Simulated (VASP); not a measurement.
# CdS (Imm2) in VASP: single point with PBE

Aim: the single point of CdS with PBE.

Program: VASP 6.6.1. These are calculated values, not measurements. Logs are shortened: lines on timing, memory, paths and dates and some standing lists are left out, and cuts for length are marked.

## Step 1: The cell of the first run

Symmetry: Imm2, No. 44, orthorhombic system. The conventional cell has a = 4.180 Å, b = 4.203 Å, c = 5.943 Å, α = 90.00°, β = 90.00°, γ = 90.00°. Within 3.4 Å of Cd (site symmetry mm2) lie 4 S at 2.57 Å. Within 3.4 Å of S (site symmetry mm2) lie 4 Cd at 2.57 Å.

## Step 2: Single point, PBE

Contents of INCAR:

```
SYSTEM = CdS
ALGO = Normal
EDIFF = 1E-6
ENCUT = 500
GGA = PE
GGA_COMPAT = .False.
ISIF = 2
ISMEAR = 0
LASPH = .True.
LCHARG = .True.
LELF = .True.
LREAL = .False.
LVHAR = .True.
LWAVE = .False.
NBANDS = 26
NELM = 120
PREC = Accurate
SIGMA = 0.01
```

Contents of KPOINTS:

```
k-points
0
Gamma
  4 2 4
  0 0 0
```

Contents of POSCAR:

```
CdS
1.0
    4.2025037959      0.0000000000      0.0000000000
    0.0000000000      5.9432378641      0.0000000000
    0.0000000000      0.0000000000      4.1796838303
Cd S
2 2
Direct
    0.0000000000     -0.0005576063      0.0000000000
    0.5000000000      0.4994423937      0.5000000000
    0.0000000000      0.2505576063      0.5000000000
    0.5000000000      0.7505576063      0.0000000000
```

Potentials or basis: VASP PAW PBE potentials, release 64 (Cd, S).

The run is started by

```
$ cat potpaw_PBE.64/Cd/POTCAR potpaw_PBE.64/S/POTCAR > POTCAR
$ mpirun -np 1 vasp_std > vasp.out
```

OUTCAR:

```text
SYSTEM = CdS
   EDIFF = 1E-6
   ENCUT = 500
   GGA = PE
   ISIF = 2
   ISMEAR = 0
   LASPH = .True.
   LREAL = .False.
   NELM = 120
   PREC = Accurate

 ion  position               nearest neighbor table
   1  0.000  0.999  0.000-   3 2.57   3 2.57   4 2.57   4 2.57
   2  0.500  0.499  0.500-   4 2.57   4 2.57   3 2.57   3 2.57
   3  0.000  0.251  0.500-   1 2.57   1 2.57   2 2.57   2 2.57
   4  0.500  0.751  0.000-   2 2.57   2 2.57   1 2.57   1 2.57

  LATTYP: Found a simple orthorhombic cell.
 ALAT       =     4.1796838303
 B/A-ratio  =     1.0054597349
 C/A-ratio  =     1.4219347935

  Lattice vectors:

 A1 = (   0.0000000000,   0.0000000000,   4.1796838303)
 A2 = (   4.2025037959,   0.0000000000,   0.0000000000)
 A3 = (   0.0000000000,   5.9432378641,   0.0000000000)

Analysis of symmetry for initial positions (statically):
=====================================================================
 Subroutine PRICEL returns following result:

  LATTYP: Found a body centered orthorhombic cell.
 ALAT       =     4.1796838303
 B/A-ratio  =     1.0054597349
 C/A-ratio  =     1.4219347935

  Lattice vectors:

 A1 = (  -2.1012518980,  -2.9716189320,  -2.0898419152)
 A2 = (   2.1012518980,  -2.9716189321,   2.0898419152)
 A3 = (  -2.1012518980,   2.9716189321,   2.0898419152)

   2 primitive cells build up your supercell.

 Routine SETGRP: Setting up the symmetry group for a
 simple orthorhombic supercell.

 Subroutine GETGRP returns: Found  4 space group operations
 (whereof  4 operations were pure point group operations)
 out of a pool of  8 trial point group operations.

The static configuration has the point symmetry C_2v.

Analysis of symmetry for dynamics (positions and initial velocities):
=====================================================================
 Subroutine PRICEL returns following result:

  LATTYP: Found a body centered orthorhombic cell.
 ALAT       =     4.1796838303
 B/A-ratio  =     1.0054597349
 C/A-ratio  =     1.4219347935

  Lattice vectors:

 A1 = (  -2.1012518980,  -2.9716189320,  -2.0898419152)
 A2 = (   2.1012518980,  -2.9716189321,   2.0898419152)
 A3 = (  -2.1012518980,   2.9716189321,   2.0898419152)

   2 primitive cells build up your supercell.

 Routine SETGRP: Setting up the symmetry group for a
 simple orthorhombic supercell.

 Subroutine GETGRP returns: Found  4 space group operations
 (whereof  4 operations were pure point group operations)
 out of a pool of  8 trial point group operations.

The dynamic configuration has the point symmetry C_2v.

 Subroutine INISYM returns: Found  4 space group operations
 (whereof  4 operations are pure point group operations),
 and found     2 'primitive' translations

----------------------------------------------------------------------------------------

                                     Primitive cell

  volume of cell :      52.1969

  direct lattice vectors                    reciprocal lattice vectors
    -2.101251898 -2.971618932 -2.089841915    -0.237953384 -0.168258452  0.000000000
     2.101251898 -2.971618932  2.089841915    -0.000000000 -0.168258452  0.239252547
    -2.101251898  2.971618932  2.089841915    -0.237953384  0.000000000  0.239252547

  length of vectors
     4.196810437  4.196810437  4.196810437     0.291432187  0.292493910  0.337436800

  position of ions in fractional coordinates (direct lattice)
     0.000557606  0.000557606  0.000000000
     0.749442394  0.249442394  0.500000000

  ion indices of the primitive-cell ions
   primitive index   ion index
                 1           1
                 2           4

----------------------------------------------------------------------------------------

 KPOINTS: k-points

Automatic generation of k-mesh.
 Grid dimensions read from file:
 generate k-points for:    4    2    4

 Generating k-lattice:

  Cartesian coordinates                     Fractional coordinates (reciprocal lattice)
     0.059488346  0.000000000  0.000000000     0.250000000  0.000000000  0.000000000
     0.000000000  0.084129226  0.000000000     0.000000000  0.500000000  0.000000000
     0.000000000  0.000000000  0.059813137     0.000000000  0.000000000  0.250000000

  Length of vectors
     0.059488346  0.084129226  0.059813137

  Shift w.r.t. Gamma in fractional coordinates (k-lattice)
     0.000000000  0.000000000  0.000000000

 Subroutine IBZKPT returns following result:
 ===========================================

 Found     18 irreducible k-points:

 Following reciprocal coordinates:
            Coordinates               Weight
  0.000000  0.000000  0.000000      1.000000
  0.250000  0.000000  0.000000      2.000000
  0.500000  0.000000  0.000000      1.000000
  0.000000  0.500000  0.000000      1.000000
  0.250000  0.500000  0.000000      2.000000
  0.500000  0.500000  0.000000      1.000000
[... 10 lines left out ...]
  0.250000  0.500000  0.500000      2.000000
  0.500000  0.500000  0.500000      1.000000
   k-points           NKPTS =     18   k-points in BZ     NKDIM =     18   number of bands    NBANDS=     26
   number of dos      NEDOS =    301   number of ions     NIONS =      4
   total plane-waves  NPLWV =  46080
   dimension x,y,z NGX =    32 NGY =   48 NGZ =   30
   dimension x,y,z NGXF=    64 NGYF=   96 NGZF=   60
   ions per type =               2   2
   NGX,Y,Z   is equivalent  to a cutoff of  12.66, 13.43, 11.93 a.u.
   NGXF,Y,Z  is equivalent  to a cutoff of  25.32, 26.85, 23.86 a.u.
 SYSTEM =  CdS
   PREC   = accura    normal or accurate (medium, high low for compatibility)
   ISTART =      0    job   : 0-new  1-cont  2-samecut
   ICHARG =      2    charge: 1-file 2-atom 10-const
   ISPIN  =      1    spin polarized calculation?
   LNONCOLLINEAR =      F non collinear calculations
   LSORBIT =      F    spin-orbit coupling
   LASPH  =      T    aspherical Exc in radial PAW
   ENCUT  =  500.0 eV  36.75 Ry    6.06 a.u.   7.66 10.84  7.62*2*pi/ulx,y,z
   NELM   =    120;   NELMIN=  2; NELMDL= -5     # of ELM steps
   EDIFF  = 0.1E-05   stopping-criterion for ELM
   LREAL  =      F    real-space projection
   EDIFFG = 0.1E-04   stopping-criterion for IOM
   NSW    =      0    number of steps for IOM
   IBRION =     -1    ionic relax: 0-MD 1-quasi-New 2-CG
   NFREE  =      0    steps in history (QN), initial steepest desc. (CG)
   ISIF   =      2    stress and relaxation
   ISYM   =      2    0-nonsym 1-usesym 2-fastsym
   POTIM  = 0.5000    time-step for ionic-motion
   TEBEG  =    0.0;   TEEND  =   0.0 temperature during run
   PSTRESS=    0.0 pullay stress
   NELECT =      36.0000    total number of electrons
   NUPDOWN=      -1.0000    fix difference up-down
   EMIN   =  10.00;   EMAX   =-10.00  energy-range for DOS
   EFERMI =   0.00;   METHOD = LEGACY
   ISMEAR =     0;   SIGMA  =   0.01  broadening in eV -4-tet -1-fermi 0-gaus
   EFERMI_NEDOS =   21; number of points for ismear=-14 and -15
   IALGO  =     38    algorithm
   IMIX   =      4    mixing-type and parameters
     AMIX     =   0.40;   BMIX     =  1.00
     AMIX_MAG =   1.60;   BMIX_MAG =  1.00
  volume/ion in A,a.u.               =      26.10       176.12
  Fermi-wavevector in a.u.,A,eV,Ry     =   1.148024  2.169450 17.931907  1.317958
  Thomas-Fermi vector in A             =   2.284701
   LORBIT       =      0    0 simple, 1 ext, 2 COOP (PROOUT), +10 PAW based schemes
   GGA     = PE    functional components
   LHFCALC =     F    Hartree Fock is set to
   AEXX    =    0.0000 exact exchange contribution
   IVDW    =     0    specifies the selected vdW correction
   LEPSILON=     F    determine dielectric tensor
   LRPA    =     F    only Hartree local field effects (RPA)
 non-spin polarized calculation
 Gauss-broadening in eV      SIGMA  =   0.01
  energy-cutoff  :      500.00
  volume of cell :      104.39
 maximum number of plane-waves:      2685
 NGX is ok and might be reduce to    32
   NGX = 15   NGY = 21   NGZ = 15

 number of electron      36.0000029 magnetization

 Free energy of the ion-electron system (eV)
  ---------------------------------------------------
  ext. energy  EPLUGINS =         0.00000000
  ---------------------------------------------------
  free energy    TOTEN  =       -12.26745721 eV

  energy without entropy =      -12.26745721  energy(sigma->0) =      -12.26745721

 E-fermi :   1.0263     XC(G=0):  -8.9104

 val. band max:        0.9163243101   @ k =   0.0000   0.0000   0.0000
 cond. band min:       1.9349090764   @ k =   0.0000   0.0000   0.0000
 fundamental gap:      1.0185847663
 Fermi energy:         1.0263296486

 k-point     1 :       0.0000    0.0000    0.0000
  band No.  band energies     occupation
      1     -11.1670      2.00000
      2     -10.6709      2.00000
      3      -6.6667      2.00000
      4      -6.6662      2.00000
      5      -6.6642      2.00000
      6      -6.4683      2.00000
[... 18 lines left out ...]
     25       9.9097      0.00000
     26      11.3802      0.00000

 k-point     2 :       0.2500    0.0000    0.0000
  band No.  band energies     occupation
      1     -11.0305      2.00000
      2     -10.6822      2.00000
      3      -6.6225      2.00000
      4      -6.6045      2.00000
      5      -6.5322      2.00000
      6      -6.4887      2.00000
[... 18 lines left out ...]
     25       9.2863      0.00000
     26       9.8601      0.00000

 k-point     3 :       0.5000    0.0000    0.0000
  band No.  band energies     occupation
      1     -10.7921      2.00000
      2     -10.7921      2.00000
      3      -6.5324      2.00000
      4      -6.5324      2.00000
      5      -6.5220      2.00000
      6      -6.5220      2.00000
[... 18 lines left out ...]
     25       8.5635      0.00000
     26       8.5635      0.00000

 k-point     4 :       0.0000    0.5000    0.0000
  band No.  band energies     occupation
      1     -10.9159      2.00000
      2     -10.9159      2.00000
      3      -6.5271      2.00000
      4      -6.5271      2.00000
      5      -6.5268      2.00000
      6      -6.5268      2.00000
[... 18 lines left out ...]
     25       8.9730      0.00000
     26       8.9730      0.00000

 k-point     5 :       0.2500    0.5000    0.0000
  band No.  band energies     occupation
      1     -10.8525      2.00000
      2     -10.8525      2.00000
      3      -6.5671      2.00000
      4      -6.5671      2.00000
      5      -6.5429      2.00000
      6      -6.5429      2.00000
[... 18 lines left out ...]
     25       8.4266      0.00000
     26       8.4266      0.00000

 k-point     6 :       0.5000    0.5000    0.0000
  band No.  band energies     occupation
      1     -10.7888      2.00000
      2     -10.7888      2.00000
      3      -6.5616      2.00000
      4      -6.5616      2.00000
      5      -6.5599      2.00000
      6      -6.5599      2.00000
[... 253 lines left out ...]
 k-point    15 :       0.5000    0.0000    0.5000
  band No.  band energies     occupation
      1     -10.6697      2.00000
      2     -10.6697      2.00000
      3      -6.4688      2.00000
      4      -6.4688      2.00000
      5      -6.3666      2.00000
      6      -6.3666      2.00000
[... 18 lines left out ...]
     25      11.3607      0.00000
     26      11.3765      0.00000

 k-point    16 :       0.0000    0.5000    0.5000
  band No.  band energies     occupation
      1     -10.7860      2.00000
      2     -10.7860      2.00000
      3      -6.5616      2.00000
      4      -6.5616      2.00000
      5      -6.5605      2.00000
      6      -6.5605      2.00000
[... 18 lines left out ...]
     25       8.2341      0.00000
     26       8.2341      0.00000

 k-point    17 :       0.2500    0.5000    0.5000
  band No.  band energies     occupation
      1     -10.7286      2.00000
      2     -10.7286      2.00000
      3      -6.5217      2.00000
      4      -6.5217      2.00000
      5      -6.4904      2.00000
      6      -6.4904      2.00000
[... 18 lines left out ...]
     25       9.1722      0.00000
     26       9.1722      0.00000

 k-point    18 :       0.5000    0.5000    0.5000
  band No.  band energies     occupation
      1     -10.6711      2.00000
      2     -10.6711      2.00000
      3      -6.4572      2.00000
      4      -6.4572      2.00000
      5      -6.4509      2.00000
      6      -6.4509      2.00000
[... 18 lines left out ...]
     25       8.9649      0.00000
     26       8.9649      0.00000

------------------------ aborting loop because EDIFF is reached ----------------------------------------

  FORCE on cell =-STRESS in cart. coord.  units (eV):
  Direction    XX          YY          ZZ          XY          YZ          ZX
  --------------------------------------------------------------------------------------
  -------------------------------------------------------------------------------------
  Total        0.0442907      0.0151092      0.2301991      0.0000000      0.0000000      0.0000000
  in kB        0.6797490      0.2318871      3.5329670      0.0000000      0.0000000      0.0000000
  external PRESSURE =       1.4815344 kB  Pullay stress =       0.0000000 kB

 VOLUME and BASIS-vectors are now :
 -----------------------------------------------------------------------------
  energy-cutoff  :      500.00
  volume of cell :      104.39
      direct lattice vectors                 reciprocal lattice vectors
     4.202503796  0.000000000  0.000000000     0.237953384  0.000000000  0.000000000
     0.000000000  5.943237864  0.000000000     0.000000000  0.168258452  0.000000000
     0.000000000  0.000000000  4.179683830     0.000000000  0.000000000  0.239252547

 POSITION                                       TOTAL-FORCE (eV/Angst)
 -----------------------------------------------------------------------------------
      0.00000      5.93992      0.00000        -0.000000     -0.000124     -0.000000
      2.10125      2.96830      2.08984         0.000000     -0.000124     -0.000000
      0.00000      1.48912      2.08984        -0.000000      0.000124      0.000000
      2.10125      4.46074      0.00000        -0.000000      0.000124      0.000000
 -----------------------------------------------------------------------------------
    total drift:                                0.000000      0.000240     -0.000001

  FREE ENERGIE OF THE ION-ELECTRON SYSTEM (eV)
  ---------------------------------------------------
  free  energy   TOTEN  =       -12.2674572109 eV

  energy  without entropy=      -12.2674572109  energy(sigma->0) =      -12.26745721
```

Run time: 34 s. Hardware: 1 thread of Intel Xeon Platinum 8375C at 2.90GHz (Ice Lake), shared host; peak memory 0.21 GiB.

What came out:

* Free energy: -12.2675 eV
* Pressure: 0.1 GPa
* Band gap on the k mesh: 1.02 eV

Stress tensor (GPa, compression positive):
```
0.07 0.00 0.00
0.00 0.02 0.00
0.00 0.00 0.35
```

Caveat: the k points lie up to 0.53 Å⁻¹ apart.
